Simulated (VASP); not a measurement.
A run of VASP 6.6.1:

Contents of INCAR:

```
  PREC = Accurate
  ENCUT = 520
  EDIFF = 1E-6
  ISMEAR = -1
  SIGMA = 0.05
  LREAL = F
  LASPH = T
  NELM = 60
  ALGO = Fast
  ISIF = 2
  LWAVE = F
  LCHARG = F
  GGA = PE
  NBANDS = 12
```

KPOINTS

```
regular mesh
0
Gamma
  11 11 11
```

The input POSCAR:

```
Ti
1.0
   -1.6651410000      1.6614080000      1.5991130000
    1.6803890000     -1.7050710000      1.6580240000
    1.6045370000      1.6444670000     -1.6427760000
Ti
1
Direct
   -0.0072040000      0.0071160000      0.0068240000
```

Potentials or basis: VASP PAW PBE potentials, release 64 (Ti_sv).

Run with:

```sh
$ cat potpaw_PBE.64/Ti_sv/POTCAR > POTCAR
$ mpirun -np 1 vasp_std > vasp.out
```

Hardware: 1 thread of Intel Xeon 8259CL, with other jobs on the host.

Q: Estimate the wall time of this run.

A: Run time: 4.9 min on 1 thread of Intel Xeon 8259CL, with other jobs on the host, peak memory 0.25 GiB. Counts: scf iterations 20, k points 666.
